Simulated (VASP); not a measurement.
# YSc (P-6m2) in VASP: further runs

The runs below take YSc through single point, with LDA.

All numbers are computed with VASP 6.6.1; they aren't measurements. Logs are shortened: lines on timing, memory, paths and dates and some standing lists are left out, and cuts for length are marked.

### 1 The cell of the first run

It takes space group P-6m2 (No. 187, hexagonal). The conventional cell has a = 3.520 Å, b = 3.520 Å, c = 5.404 Å, α = 90.00°, β = 90.00°, γ = 120.00°. Within 4.4 Å of Y (site symmetry -6m2) lie 6 Sc at 3.38 Å and 6 Y at 3.52 Å. Within 4.4 Å of Sc (site symmetry -6m2) lie 6 Y at 3.38 Å and 6 Sc at 3.52 Å.

### 2 Single point, LDA

File INCAR:

```
SYSTEM = YSc
ALGO     = Normal         ! electronic algorithm
EDIFF    = 1E-6           ! SCF threshold, eV
ENCUT    = 520            ! plane-wave cutoff, eV
GGA      = CA             ! functional
ISIF     = 2              ! what is computed and relaxed
ISMEAR   = 1              ! smearing method
LASPH    = .TRUE.         ! aspherical terms in the spheres
LCHARG   = .FALSE.        ! write CHGCAR
LREAL    = .FALSE.        ! projectors in reciprocal space
LWAVE    = .FALSE.        ! write WAVECAR
NBANDS   = 18             ! bands
NELM     = 100            ! most SCF steps
PREC     = Accurate       ! precision mode
SIGMA    = 0.1            ! smearing width, eV
```

File KPOINTS:

```
k-points
0
G
  9 9 6
  0 0 0
```

File POSCAR:

```
YSc
1.0
    3.5201658300      0.0000000000      0.0000000000
   -1.7600829100      3.0485530300      0.0000000000
    0.0000000000      0.0000000000      5.4041162200
Y Sc
1 1
Direct
    0.0000000000      0.0000000000      0.0000000000
    0.3333333333      0.6666666667      0.5000000000
```

Potentials or basis: VASP PAW LDA potentials, release 64 (Y_sv, Sc_sv).

Launch:

```
cat potpaw_LDA.64/Y_sv/POTCAR potpaw_LDA.64/Sc_sv/POTCAR > POTCAR
mpirun -np 1 vasp_std > vasp.out
```

OUTCAR:

```text
SYSTEM = YSc
   EDIFF = 1E-6
   ENCUT = 520
   GGA = CA
   ISIF = 2
   ISMEAR = 1
   LASPH = .TRUE.
   LREAL = .FALSE.
   NELM = 100
   PREC = Accurate

 ion  position               nearest neighbor table
   1  0.000  0.000  0.000-   2 3.38   2 3.38   2 3.38   2 3.38   2 3.38   2 3.38
   2  0.333  0.667  0.500-   1 3.38   1 3.38   1 3.38   1 3.38   1 3.38   1 3.38

  LATTYP: Found a hexagonal cell.
 ALAT       =     3.5201658300
 C/A-ratio  =     1.5351879658

  Lattice vectors:

 A1 = (   3.5201658300,   0.0000000000,   0.0000000000)
 A2 = (  -1.7600829100,   3.0485530300,   0.0000000000)
 A3 = (   0.0000000000,   0.0000000000,   5.4041162200)

Analysis of symmetry for initial positions (statically):
=====================================================================
 Subroutine PRICEL returns:
 Original cell was already a primitive cell.

 Routine SETGRP: Setting up the symmetry group for a
 hexagonal supercell.

 Subroutine GETGRP returns: Found 12 space group operations
 (whereof 12 operations were pure point group operations)
 out of a pool of 24 trial point group operations.

The static configuration has the point symmetry D_3h.

Analysis of symmetry for dynamics (positions and initial velocities):
=====================================================================
 Subroutine PRICEL returns:
 Original cell was already a primitive cell.

 Routine SETGRP: Setting up the symmetry group for a
 hexagonal supercell.

 Subroutine GETGRP returns: Found 12 space group operations
 (whereof 12 operations were pure point group operations)
 out of a pool of 24 trial point group operations.

The dynamic configuration has the point symmetry D_3h.

 Subroutine INISYM returns: Found 12 space group operations
 (whereof 12 operations are pure point group operations),
 and found     1 'primitive' translations

----------------------------------------------------------------------------------------

                                     Primitive cell

  volume of cell :      57.9938

  direct lattice vectors                    reciprocal lattice vectors
     3.520165830  0.000000000  0.000000000     0.284077526  0.164012236  0.000000000
    -1.760082910  3.048553030  0.000000000     0.000000000  0.328024473  0.000000000
     0.000000000  0.000000000  5.404116220     0.000000000  0.000000000  0.185044133

  length of vectors
     3.520165830  3.520165824  5.404116220     0.328024472  0.328024473  0.185044133

  position of ions in fractional coordinates (direct lattice)
     0.000000000  0.000000000  0.000000000
     0.333333333  0.666666667  0.500000000

  ion indices of the primitive-cell ions
   primitive index   ion index
                 1           1
                 2           2

----------------------------------------------------------------------------------------

 KPOINTS: k-points

Automatic generation of k-mesh.
 Grid dimensions read from file:
 generate k-points for:    9    9    6

 Generating k-lattice:

  Cartesian coordinates                     Fractional coordinates (reciprocal lattice)
     0.031564170  0.018223582  0.000000000     0.111111111  0.000000000  0.000000000
     0.000000000  0.036447164  0.000000000     0.000000000  0.111111111  0.000000000
     0.000000000  0.000000000  0.030840689     0.000000000  0.000000000  0.166666667

  Length of vectors
     0.036447164  0.036447164  0.030840689

  Shift w.r.t. Gamma in fractional coordinates (k-lattice)
     0.000000000  0.000000000  0.000000000

 Subroutine IBZKPT returns following result:
 ===========================================

 Found     48 irreducible k-points:

 Following reciprocal coordinates:
            Coordinates               Weight
  0.000000  0.000000  0.000000      1.000000
  0.111111 -0.000000  0.000000      6.000000
  0.222222  0.000000  0.000000      6.000000
  0.333333  0.000000  0.000000      6.000000
  0.444444  0.000000  0.000000      6.000000
  0.111111  0.111111  0.000000      6.000000
[... 16 lines left out ...]
  0.333333  0.222222  0.166667     24.000000
  0.333333  0.333333  0.166667      4.000000
 [... further k-points ...]
   k-points           NKPTS =     48   k-points in BZ     NKDIM =     48   number of bands    NBANDS=     18
   number of dos      NEDOS =    301   number of ions     NIONS =      2
   total plane-waves  NPLWV =  31360
   dimension x,y,z NGX =    28 NGY =   28 NGZ =   40
   dimension x,y,z NGXF=    56 NGYF=   56 NGZF=   80
   ions per type =               1   1
   NGX,Y,Z   is equivalent  to a cutoff of  13.22, 13.22, 12.31 a.u.
   NGXF,Y,Z  is equivalent  to a cutoff of  26.45, 26.45, 24.61 a.u.
 SYSTEM =  YSc
   PREC   = accura    normal or accurate (medium, high low for compatibility)
   ISTART =      0    job   : 0-new  1-cont  2-samecut
   ICHARG =      2    charge: 1-file 2-atom 10-const
   ISPIN  =      1    spin polarized calculation?
   LNONCOLLINEAR =      F non collinear calculations
   LSORBIT =      F    spin-orbit coupling
   LASPH  =      T    aspherical Exc in radial PAW
   ENCUT  =  520.0 eV  38.22 Ry    6.18 a.u.   6.55  6.55 10.05*2*pi/ulx,y,z
   NELM   =    100;   NELMIN=  2; NELMDL= -5     # of ELM steps
   EDIFF  = 0.1E-05   stopping-criterion for ELM
   LREAL  =      F    real-space projection
   EDIFFG = 0.1E-04   stopping-criterion for IOM
   NSW    =      0    number of steps for IOM
   IBRION =     -1    ionic relax: 0-MD 1-quasi-New 2-CG
   NFREE  =      0    steps in history (QN), initial steepest desc. (CG)
   ISIF   =      2    stress and relaxation
   ISYM   =      2    0-nonsym 1-usesym 2-fastsym
   POTIM  = 0.5000    time-step for ionic-motion
   TEBEG  =    0.0;   TEEND  =   0.0 temperature during run
   PSTRESS=    0.0 pullay stress
   NELECT =      22.0000    total number of electrons
   NUPDOWN=      -1.0000    fix difference up-down
   EMIN   =  10.00;   EMAX   =-10.00  energy-range for DOS
   EFERMI =   0.00;   METHOD = LEGACY
   ISMEAR =     1;   SIGMA  =   0.10  broadening in eV -4-tet -1-fermi 0-gaus
   EFERMI_NEDOS =   21; number of points for ismear=-14 and -15
   IALGO  =     38    algorithm
   IMIX   =      4    mixing-type and parameters
     AMIX     =   0.40;   BMIX     =  1.00
     AMIX_MAG =   1.60;   BMIX_MAG =  1.00
  volume/ion in A,a.u.               =      29.00       195.68
  Fermi-wavevector in a.u.,A,eV,Ry     =   1.185101  2.239515 19.108884  1.404463
  Thomas-Fermi vector in A             =   2.321301
   LORBIT       =      0    0 simple, 1 ext, 2 COOP (PROOUT), +10 PAW based schemes
   GGA     = CA    functional components
   LHFCALC =     F    Hartree Fock is set to
   AEXX    =    0.0000 exact exchange contribution
   IVDW    =     0    specifies the selected vdW correction
   LEPSILON=     F    determine dielectric tensor
   LRPA    =     F    only Hartree local field effects (RPA)
 non-spin polarized calculation
 Methfessel and Paxton  Order N= 1 SIGMA  =   0.10
  energy-cutoff  :      520.00
  volume of cell :       57.99
 maximum number of plane-waves:      1604
 NGX is ok and might be reduce to    28
   NGX = 13   NGY = 13   NGZ = 21

 number of electron      22.0000002 magnetization

 Free energy of the ion-electron system (eV)
  ---------------------------------------------------
  ext. energy  EPLUGINS =         0.00000000
  ---------------------------------------------------
  free energy    TOTEN  =       -13.49386671 eV

  energy without entropy =      -13.49517248  energy(sigma->0) =      -13.49430197

 E-fermi :   3.0691     XC(G=0):  -9.8210

 val. band max:        3.0479703157   @ k =   0.2222   0.2222   0.3333
 cond. band min:       3.0846917304   @ k =   0.2222   0.0000   0.3333
 fundamental gap:      0.0367214147
 Fermi energy:         3.0691483007

 k-point     1 :       0.0000    0.0000    0.0000
  band No.  band energies     occupation
      1     -46.0577      2.00000
      2     -39.1527      2.00000
      3     -25.0434      2.00000
      4     -24.9367      2.00000
      5     -24.9367      2.00000
      6     -19.2969      2.00000
[... 10 lines left out ...]
     17       5.2779      0.00000
     18       5.2779      0.00000

 k-point     2 :       0.1111   -0.0000    0.0000
  band No.  band energies     occupation
      1     -46.0559      2.00000
      2     -39.1462      2.00000
      3     -25.0403      2.00000
      4     -24.9539      2.00000
      5     -24.9409      2.00000
      6     -19.2891      2.00000
[... 10 lines left out ...]
     17       5.3139      0.00000
     18       5.5254      0.00000

 k-point     3 :       0.2222    0.0000    0.0000
  band No.  band energies     occupation
      1     -46.0512      2.00000
      2     -39.1297      2.00000
      3     -25.0323      2.00000
      4     -24.9971      2.00000
      5     -24.9513      2.00000
      6     -19.2692      2.00000
[... 10 lines left out ...]
     17       5.7137      0.00000
     18       6.2518      0.00000

 k-point     4 :       0.3333    0.0000    0.0000
  band No.  band energies     occupation
      1     -46.0459      2.00000
      2     -39.1108      2.00000
      3     -25.0458      2.00000
      4     -25.0233      2.00000
      5     -24.9632      2.00000
      6     -19.4138      2.00000
[... 10 lines left out ...]
     17       6.3620      0.00000
     18       7.3606      0.00000

 k-point     5 :       0.4444    0.0000    0.0000
  band No.  band energies     occupation
      1     -46.0424      2.00000
      2     -39.0984      2.00000
      3     -25.0774      2.00000
      4     -25.0174      2.00000
      5     -24.9710      2.00000
      6     -19.5254      2.00000
[... 10 lines left out ...]
     17       6.9930      0.00000
     18       7.7607      0.00000

 k-point     6 :       0.1111    0.1111    0.0000
  band No.  band energies     occupation
      1     -46.0526      2.00000
      2     -39.1347      2.00000
      3     -25.0347      2.00000
      4     -24.9825      2.00000
      5     -24.9497      2.00000
      6     -19.2753      2.00000
[... 10 lines left out ...]
     17       5.5024      0.00000
     18       6.0741      0.00000

 k-point     7 :       0.2222    0.1111    0.0000
  band No.  band energies     occupation
      1     -46.0476      2.00000
      2     -39.1170      2.00000
      3     -25.0262      2.00000
      4     -25.0249      2.00000
      5     -24.9644      2.00000
      6     -19.3386      2.00000
[... 10 lines left out ...]
     17       5.9237      0.00000
     18       7.0586      0.00000

 k-point     8 :       0.3333    0.1111    0.0000
  band No.  band energies     occupation
      1     -46.0432      2.00000
      2     -39.1013      2.00000
      3     -25.0618      2.00000
      4     -25.0188      2.00000
      5     -24.9776      2.00000
      6     -19.4697      2.00000
[... 10 lines left out ...]
     17       6.5618      0.00000
     18       7.7922      0.00000
[... 229 lines left out ...]
     17       6.0287      0.00000
     18       6.9928      0.00000

 k-point    20 :       0.3333    0.1111    0.1667
  band No.  band energies     occupation
      1     -46.0432      2.00000
      2     -39.1013      2.00000
      3     -25.0623      2.00000
      4     -25.0190      2.00000
      5     -24.9775      2.00000
      6     -19.4684      2.00000
[... 10 lines left out ...]
     17       6.5680      0.00000
     18       7.1975      0.00000

 k-point    21 :       0.4444    0.1111    0.1667
  band No.  band energies     occupation
      1     -46.0414      2.00000
      2     -39.0951      2.00000
      3     -25.0768      2.00000
      4     -25.0163      2.00000
      5     -24.9827      2.00000
      6     -19.5192      2.00000
[... 10 lines left out ...]
     17       6.8757      0.00000
     18       7.1427      0.00000

 k-point    22 :       0.2222    0.2222    0.1667
  band No.  band energies     occupation
      1     -46.0435      2.00000
      2     -39.1025      2.00000
      3     -25.0489      2.00000
      4     -25.0195      2.00000
      5     -24.9874      2.00000
      6     -19.4206      2.00000
[... 10 lines left out ...]
     17       6.2963      0.00000
     18       7.1026      0.00000

 k-point    23 :       0.3333    0.2222    0.1667
  band No.  band energies     occupation
      1     -46.0408      2.00000
      2     -39.0930      2.00000
      3     -25.0601      2.00000
      4     -25.0154      2.00000
      5     -25.0066      2.00000
      6     -19.4593      2.00000
[... 10 lines left out ...]
     17       6.5911      0.00000
     18       6.9825      0.00000

 k-point    24 :       0.3333    0.3333    0.1667
  band No.  band energies     occupation
      1     -46.0399      2.00000
      2     -39.0897      2.00000
      3     -25.0395      2.00000
      4     -25.0378      2.00000
      5     -25.0140      2.00000
      6     -19.3844      2.00000
[... 10 lines left out ...]
     17       6.6672      0.00000
     18       6.9465      0.00000

 [... further k-points ...]
[... 5 lines left out ...]
  --------------------------------------------------------------------------------------
  -------------------------------------------------------------------------------------
  Total       -1.6241335     -1.6241335     -1.6767756     -0.0000000      0.0000000     -0.0000000
  in kB      -44.8694501    -44.8694500    -46.3237792     -0.0000001      0.0000000     -0.0000000
  external PRESSURE =     -45.3542264 kB  Pullay stress =       0.0000000 kB

 VOLUME and BASIS-vectors are now :
 -----------------------------------------------------------------------------
  energy-cutoff  :      520.00
  volume of cell :       57.99
      direct lattice vectors                 reciprocal lattice vectors
     3.520165830  0.000000000  0.000000000     0.284077526  0.164012236  0.000000000
    -1.760082910  3.048553030  0.000000000     0.000000000  0.328024473  0.000000000
     0.000000000  0.000000000  5.404116220     0.000000000  0.000000000  0.185044133

 POSITION                                       TOTAL-FORCE (eV/Angst)
 -----------------------------------------------------------------------------------
      0.00000      0.00000      0.00000         0.000000      0.000000      0.000000
      0.00000      2.03237      2.70206        -0.000000      0.000000      0.000000
 -----------------------------------------------------------------------------------
    total drift:                                0.000000     -0.000000     -0.000000

  FREE ENERGIE OF THE ION-ELECTRON SYSTEM (eV)
  ---------------------------------------------------
  free  energy   TOTEN  =       -13.4938667095 eV

  energy  without entropy=      -13.4951724819  energy(sigma->0) =      -13.49430197
```

Wall time 43 s (1 thread of AMD EPYC 7R13 (Zen 3), shared host); peak memory 0.18 GiB.

Results:

```yaml
Free_energy: -13.4939 eV
Pressure: -4.5 GPa
Band_gap_on_the_k_mesh: zero (bands 11 and 12 overlap by 1.47 eV)
```

Levels at points of the mesh, in eV from the Fermi level:
```csv
k point,band 8,band 9,band 10,band 11,band 12,band 13,band 14,band 15
"(0.00, 0.00, 0.00)",-22.08,-4.86,-1.77,0.94,1.39,1.39,1.83,2.04
"(0.00, 0.00, 0.50)",-22.08,-3.42,-3.25,0.85,1.02,1.26,1.26,1.43
```

Caveat: the cell stands under tension.

### 3 Single point, LDA

This run uses another cell than the first one, of 30.16 Å³/atom.

File INCAR:

```
  ALGO = Normal
  EDIFF = 1E-7
  ENCUT = 520
  GGA = CA
  ISIF = 2
  ISMEAR = 1
  LASPH = True
  LCHARG = False
  LREAL = False
  LWAVE = False
  NBANDS = 18
  NELM = 60
  PREC = Accurate
  SIGMA = 0.1
```

File KPOINTS:

```
k-points
0
Gamma
  9 9 6
```

File POSCAR:

```
YSc
1.0
    3.5664891137      0.0000000000      0.0000000000
   -1.7832445518      3.0886701704      0.0000000000
    0.0000000000      0.0000000000      5.4752311676
Y Sc
1 1
Direct
    0.0000000000      0.0000000000      0.0000000000
    0.3333333333      0.6666666667      0.5000000000
```

Potentials or basis: VASP PAW LDA potentials, release 64 (Y_sv, Sc_sv).

Launch:

```
cat potpaw_LDA.64/Y_sv/POTCAR potpaw_LDA.64/Sc_sv/POTCAR > POTCAR
mpirun -np 1 vasp_std > vasp.out
```

It took 45 s on 1 thread of AMD EPYC 7R13 (Zen 3), shared host; peak memory 0.17 GiB.

It converged, with:

```
Free energy            : -13.4186 eV
Pressure               : -5.9 GPa
Band gap on the k mesh : zero (bands 11 and 12 overlap by 1.36 eV)
```

Stress tensor (GPa, compression positive):
```
-5.84  0.00  0.00
 0.00 -5.84  0.00
 0.00  0.00 -5.95
```

Levels at points of the mesh, in eV from the Fermi level:
```csv
k point,band 7,band 8,band 9,band 10,band 11,band 12,band 13,band 14,band 15,band 16
"(0.00, 0.00, 0.00)",-22.20,-22.20,-4.78,-1.70,0.84,1.35,1.35,1.77,1.97,1.97
"(0.00, 0.00, 0.50)",-22.20,-22.20,-3.39,-3.22,0.83,1.02,1.23,1.23,1.40,1.40
```

Caveat: the cell stands under tension.

### 4 Single point, LDA

This run uses another cell than the first one, of 31.32 Å³/atom.

File INCAR:

```
  PREC = Accurate
  ENCUT = 520
  EDIFF = 1E-7
  ISMEAR = 1
  SIGMA = 0.1
  LREAL = F
  LASPH = T
  NELM = 60
  ALGO = Normal
  ISIF = 2
  LWAVE = F
  LCHARG = F
  NBANDS = 18
```

File KPOINTS:

```
Automatic mesh
0
Gamma
  9 9 6
```

File POSCAR:

```
YSc
1.0
    3.6116393386      0.0000000000      0.0000000000
   -1.8058196642      3.1277714121      0.0000000000
    0.0000000000      0.0000000000      5.5445452495
Y Sc
1 1
Direct
    0.0000000000      0.0000000000      0.0000000000
    0.3333333333      0.6666666667      0.5000000000
```

Launch:

```
cat potpaw_LDA.64/Y_sv/POTCAR potpaw_LDA.64/Sc_sv/POTCAR > POTCAR
mpirun -np 1 vasp_std > vasp.out
```

Run time: 45 s. Hardware: 1 thread of AMD EPYC 7R13 (Zen 3), shared host; peak memory 0.17 GiB.

Results (log left out):

```
Free energy            : -13.3255 eV
Pressure               : -7.0 GPa
Band gap on the k mesh : zero (bands 11 and 12 overlap by 1.31 eV)
```

Stress tensor (GPa, compression positive):
```
-6.96  0.00  0.00
 0.00 -6.96  0.00
 0.00  0.00 -7.04
```

Levels at points of the mesh, in eV from the Fermi level:
| k point | band 8 | band 9 | band 10 | band 11 | band 12 | band 13 | band 14 | band 15 |
| --- | --- | --- | --- | --- | --- | --- | --- | --- |
| (0.00, 0.00, 0.00) | -22.31 | -4.71 | -1.64 | 0.76 | 1.31 | 1.31 | 1.72 | 1.90 |
| (0.00, 0.00, 0.50) | -22.31 | -3.36 | -3.19 | 0.81 | 1.01 | 1.19 | 1.19 | 1.37 |

Caveat: the cell stands under tension.

### 5 Summary

| cell | gap on the mesh (eV) | pressure (GPa) |
| --- | --- | --- |
| a = 3.520, b = 3.520, c = 5.404 Å, angles 90.0, 90.0, 120.0°, 2 atoms | none | -4.5 |
| a = 3.566, b = 3.566, c = 5.475 Å, angles 90.0, 90.0, 120.0°, 2 atoms | none | -5.9 |
| a = 3.612, b = 3.612, c = 5.545 Å, angles 90.0, 90.0, 120.0°, 2 atoms | none | -7.0 |

Alike in all rows: task single point; level LDA; potentials or basis VASP PAW LDA potentials, release 64 (Y_sv, Sc_sv); no spin polarisation; k mesh 9 × 9 × 6; cutoff (eV) 520; smearing methfessel-paxton 0.1 eV.

Caveats: the cell stands under tension.

Total energies depend on the potentials used, so only differences within one code and one set of settings carry meaning.

The gap in the log of VASP goes by the Fermi energy; the results here count the filled bands.